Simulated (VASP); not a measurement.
# MgF2 (Sellaite) (P4_2/mnm) in VASP: notebook

MgF2 (Sellaite) is run at these levels: r2SCAN; tasks: relaxation of the atoms.

All numbers are computed with VASP 6.6.1; they aren't measurements. Logs are shortened: lines on timing, memory, paths and dates and some standing lists are left out, and cuts for length are marked.

## (1) The cell of the first run

Symmetry: P4_2/mnm, No. 136, tetragonal system. Conventional cell: a = 4.717 Å, b = 4.717 Å, c = 3.109 Å, α = 90.00°, β = 90.00°, γ = 90.00°. Within 2.7 Å of Mg (site symmetry mmm) lie 6 F at 2.02 to 2.04 Å. F (site symmetry m2m) has 3 Mg at 2.02 to 2.04 Å and 1 F at 2.63 Å within 2.7 Å.

## (2) Relaxation of the atoms, r2SCAN

POSCAR

```
MgF2
1.0
    4.7166494000      0.0000000000      0.0000000000
    0.0000000000      4.7166494000      0.0000000000
    0.0000000000      0.0000000000      3.1091607200
Mg F
2 4
Direct
    0.0000000000      0.0000000000      0.0000000000
    0.5000000000      0.5000000000      0.5000000000
    0.3029444600      0.3029444600      0.0000000000
    0.1970555400      0.8029444600      0.5000000000
    0.6970555400      0.6970555400      0.0000000000
    0.8029444600      0.1970555400      0.5000000000
```

INCAR.step1

```
ALGO = Normal ; EDIFF = 1E-5
EDIFFG = -0.01 ; ENCUT = 580
GGA = PE ; GGA_COMPAT = False
IBRION = 2 ; ISMEAR = -1
KPAR = 4 ; LASPH = True
LCHARG = False ; LREAL = False
LWAVE = True ; NELM = 120
NELMIN = 4 ; NSW = 100
PREC = Accurate ; SIGMA = 0.02
```

INCAR.step2

```
ALGO = Normal ; EDIFF = 1E-7
EDIFFG = -0.01 ; ENCUT = 580
GGA_COMPAT = False ; IBRION = 2
ISIF = 2 ; ISMEAR = -1
ISTART = 1 ; KPAR = 4
LASPH = True ; LCHARG = False
LMIXTAU = True ; LREAL = False
LWAVE = False ; METAGGA = R2SCAN
NELM = 120 ; NELMIN = 4
NSW = 50 ; PREC = Accurate
SIGMA = 0.02
```

KPOINTS

```
k-points
0
Gamma
  6 6 10
```

Potentials or basis: VASP PAW PBE potentials, release 64 (Mg, F).

Run with:

```
$ cat potpaw_PBE.64/Mg/POTCAR potpaw_PBE.64/F/POTCAR > POTCAR
$ cp INCAR.step1 INCAR
$ mpirun -np 4 vasp_std > vasp.out
$ cp INCAR.step2 INCAR
$ mpirun -np 4 vasp_std > vasp.out
```

OUTCAR:

```text
EDIFF = 1E-7
   EDIFFG = -0.01
   ENCUT = 580
   IBRION = 2
   ISIF = 2
   ISMEAR = -1
   ISTART = 1
   LASPH = True
   LREAL = False
   METAGGA = R2SCAN
   NELM = 120
   NELMIN = 4
   NSW = 50
   PREC = Accurate

 ion  position               nearest neighbor table
   1  0.000  0.000  0.000-   3 2.02   5 2.02   4 2.04   6 2.04   4 2.04   6 2.04
   2  0.500  0.500  0.500-   4 2.02   6 2.02   5 2.04   3 2.04   3 2.04   5 2.04
   3  0.303  0.303  0.000-   1 2.02   2 2.04   2 2.04
   4  0.197  0.803  0.500-   2 2.02   1 2.04   1 2.04
   5  0.697  0.697  0.000-   1 2.02   2 2.04   2 2.04
   6  0.803  0.197  0.500-   2 2.02   1 2.04   1 2.04

  LATTYP: Found a simple tetragonal cell.
 ALAT       =     4.7166494000
 C/A-ratio  =     0.6591884315

  Lattice vectors:

 A1 = (   4.7166494000,   0.0000000000,   0.0000000000)
 A2 = (   0.0000000000,   4.7166494000,   0.0000000000)
 A3 = (   0.0000000000,   0.0000000000,   3.1091607200)

Analysis of symmetry for initial positions (statically):
=====================================================================
 Subroutine PRICEL returns:
 Original cell was already a primitive cell.

 Routine SETGRP: Setting up the symmetry group for a
 simple tetragonal supercell.

 Subroutine GETGRP returns: Found 16 space group operations
 (whereof  8 operations were pure point group operations)
 out of a pool of 16 trial point group operations.

The static configuration has the point symmetry D_2h.
 The point group associated with its full space group is D_4h.

Analysis of symmetry for dynamics (positions and initial velocities):
=====================================================================
 Subroutine PRICEL returns:
 Original cell was already a primitive cell.

 Routine SETGRP: Setting up the symmetry group for a
 simple tetragonal supercell.

 Subroutine GETGRP returns: Found 16 space group operations
 (whereof  8 operations were pure point group operations)
 out of a pool of 16 trial point group operations.

The dynamic configuration has the point symmetry D_2h.
 The point group associated with its full space group is D_4h.

 Subroutine INISYM returns: Found 16 space group operations
 (whereof  8 operations are pure point group operations),
 and found     1 'primitive' translations

----------------------------------------------------------------------------------------

                                     Primitive cell

  volume of cell :      69.1688

  direct lattice vectors                    reciprocal lattice vectors
     4.716649400  0.000000000  0.000000000     0.212014910  0.000000000  0.000000000
     0.000000000  4.716649400  0.000000000     0.000000000  0.212014910  0.000000000
     0.000000000  0.000000000  3.109160720     0.000000000  0.000000000  0.321630205

  length of vectors
     4.716649400  4.716649400  3.109160720     0.212014910  0.212014910  0.321630205

  position of ions in fractional coordinates (direct lattice)
     0.000000000  0.000000000  0.000000000
     0.500000000  0.500000000  0.500000000
     0.302944460  0.302944460  0.000000000
     0.197055540  0.802944460  0.500000000
     0.697055540  0.697055540  0.000000000
     0.802944460  0.197055540  0.500000000

  ion indices of the primitive-cell ions
   primitive index   ion index
                 1           1
                 2           2
                 3           3
                 4           4
                 5           5
                 6           6

----------------------------------------------------------------------------------------

 KPOINTS: k-points

Automatic generation of k-mesh.
 Grid dimensions read from file:
 generate k-points for:    6    6   10

 Generating k-lattice:

  Cartesian coordinates                     Fractional coordinates (reciprocal lattice)
     0.035335818  0.000000000  0.000000000     0.166666667  0.000000000  0.000000000
     0.000000000  0.035335818  0.000000000     0.000000000  0.166666667  0.000000000
     0.000000000  0.000000000  0.032163021     0.000000000  0.000000000  0.100000000

[... 45 lines left out ...]
   TEBEG  =    0.0;   TEEND  =   0.0 temperature during run
   PSTRESS=    0.0 pullay stress
   NELECT =      32.0000    total number of electrons
   NUPDOWN=      -1.0000    fix difference up-down
   EMIN   =  10.00;   EMAX   =-10.00  energy-range for DOS
   EFERMI =   0.00;   METHOD = LEGACY
   ISMEAR =    -1;   SIGMA  =   0.02  broadening in eV -4-tet -1-fermi 0-gaus
   EFERMI_NEDOS =   21; number of points for ismear=-14 and -15
   IALGO  =     38    algorithm
   IMIX   =      4    mixing-type and parameters
     AMIX     =   0.40;   BMIX     =  1.00
     AMIX_MAG =   1.60;   BMIX_MAG =  1.00
  volume/ion in A,a.u.               =      11.53        77.80
  Fermi-wavevector in a.u.,A,eV,Ry     =   1.266158  2.392692 21.812276  1.603157
  Thomas-Fermi vector in A             =   2.399374
   LORBIT       =      0    0 simple, 1 ext, 2 COOP (PROOUT), +10 PAW based schemes
   METAGGA = R2SCAN    functional components
   LHFCALC =     F    Hartree Fock is set to
   AEXX    =    0.0000 exact exchange contribution
   IVDW    =     0    specifies the selected vdW correction
   LEPSILON=     F    determine dielectric tensor
   LRPA    =     F    only Hartree local field effects (RPA)
 conjugate gradient relaxation of ions
 non-spin polarized calculation
  energy-cutoff  :      580.00
  volume of cell :       69.17
 maximum number of plane-waves:      2216
 NGX is ok and might be reduce to    40
   NGX = 19   NGY = 19   NGZ = 13

--------------------------------------- Ionic step        1  -------------------------------------------

 number of electron      32.0000014 magnetization

 Free energy of the ion-electron system (eV)
  ---------------------------------------------------
  ext. energy  EPLUGINS =         0.00000000
  ---------------------------------------------------
  free energy    TOTEN  =       -43.74858818 eV

  energy without entropy =      -43.74858818  energy(sigma->0) =      -43.74858818

------------------------ aborting loop because EDIFF is reached ----------------------------------------

  FORCE on cell =-STRESS in cart. coord.  units (eV):
  Direction    XX          YY          ZZ          XY          YZ          ZX
  --------------------------------------------------------------------------------------
  -------------------------------------------------------------------------------------
  Total       -2.8737150     -2.8737150     -3.2937996     -0.0000000      0.0000000      0.0000000
  in kB      -66.5646895    -66.5646895    -76.2952312     -0.0000000      0.0000000      0.0000000
  external PRESSURE =     -69.8082034 kB  Pullay stress =       0.0000000 kB
[... 65 lines left out ...]
  energy  without entropy=      -43.7499275931  energy(sigma->0) =      -43.74992759

--------------------------------------- Ionic step        3  -------------------------------------------

 number of electron      31.9999994 magnetization

 Free energy of the ion-electron system (eV)
  ---------------------------------------------------
  ext. energy  EPLUGINS =         0.00000000
  ---------------------------------------------------
  free energy    TOTEN  =       -43.75052702 eV

  energy without entropy =      -43.75052702  energy(sigma->0) =      -43.75052702

 E-fermi :  -1.8014     XC(G=0):  -9.9424

 val. band max:       -2.2002957129   @ k =   0.0000   0.0000   0.0000
 cond. band min:       5.4102304512   @ k =   0.0000   0.0000   0.0000
 fundamental gap:      7.6105261641
 Fermi energy:        -1.8013637594

 k-point     1 :       0.0000    0.0000    0.0000
  band No.  band energies     occupation
      1     -23.8562      2.00000
      2     -23.1723      2.00000
      3     -23.1723      2.00000
      4     -23.1070      2.00000
      5      -6.0093      2.00000
      6      -4.4655      2.00000
[... 12 lines left out ...]
     19      10.6490      0.00000
[... 513 lines left out ...]
      4     -23.1038      2.00000
      5      -5.1724      2.00000
      6      -5.1724      2.00000
[... 12 lines left out ...]
     19      12.6386      0.00000
     20      12.6386      0.00000

 [... further k-points ...]
[... 5 lines left out ...]
  --------------------------------------------------------------------------------------
  -------------------------------------------------------------------------------------
  Total       -2.8189348     -2.8189348     -3.2233849     -0.0000000      0.0000000      0.0000000
  in kB      -65.2958012    -65.2958012    -74.6641945     -0.0000000      0.0000000      0.0000000
  external PRESSURE =     -68.4185989 kB  Pullay stress =       0.0000000 kB
[... 21 lines left out ...]
  FREE ENERGIE OF THE ION-ELECTRON SYSTEM (eV)
  ---------------------------------------------------
  free  energy   TOTEN  =       -43.7505270195 eV

  energy  without entropy=      -43.7505270194  energy(sigma->0) =      -43.75052702

 reached required accuracy - stopping structural energy minimisation
```

Wall time 2.8 min (4 MPI ranks of AMD EPYC 9R45 (Zen 5), shared host); peak memory 0.24 GiB.

What came out:

| Property | Result |
| --- | --- |
| Free energy | -43.7505 eV |
| Energy gained by relaxing | 0.3 meV/atom |
| Ionic steps | 3 |
| Pressure after relaxing | -6.8 GPa |
| Largest force after relaxing | 0.003 eV/Å |
| Band gap on the k mesh | 7.61 eV, direct |

Forces in eV/Å, atoms in the order of the input:
```
Mg   0.000  0.000  0.000
Mg   0.000  0.000  0.000
F    0.002  0.002  0.000
F   -0.002  0.002  0.000
F   -0.002 -0.002  0.000
F    0.002 -0.002  0.000
```

Stress tensor (GPa, compression positive):
```
-6.53  0.00  0.00
 0.00 -6.53  0.00
 0.00  0.00 -7.47
```

The path:
| step | energy change (eV) | largest force (eV/Å) | pressure (GPa) |
| --- | --- | --- | --- |
| 1 | 0.0000 | 0.0943 | -6.98 |
| 2 | -0.0013 | 0.0524 | -6.92 |
| 3 | -0.0019 | 0.0033 | -6.84 |

Final structure:
```xyz
6
Lattice="4.7166 0.0000 0.0000 0.0000 4.7166 0.0000 0.0000 0.0000 3.1092" Properties=species:S:1:pos:R:3 pbc="T T T"
Mg    0.0000    0.0000    0.0000
Mg    2.3583    2.3583    1.5546
F     1.4359    1.4359    0.0000
F     0.9225    3.7942    1.5546
F     3.2808    3.2808    0.0000
F     3.7942    0.9225    1.5546
```

Levels at points of the mesh, in eV from the valence-band top:
```
           k point  band 14  band 15  band 16  band 17  band 18  band 19
(0.00, 0.00, 0.00)    -0.30    -0.30     0.00     7.61    12.85    12.85
(0.50, 0.00, 0.00)    -0.94    -0.35    -0.35     9.98     9.98    14.08
(0.50, 0.50, 0.00)    -0.87    -0.71    -0.71    11.69    11.69    11.78
(0.00, 0.00, 0.50)    -1.04    -0.79    -0.79    12.35    12.35    15.61
(0.50, 0.00, 0.50)    -0.69    -0.62    -0.62    13.30    13.30    13.95
(0.50, 0.50, 0.50)    -0.56    -0.46    -0.46    13.90    13.90    13.91
```

Caveat: the PAW data sets were made with another functional, which shifts forces and pressure a little. A k mesh can miss the band edges.

(Continued in part 2 of 2.)
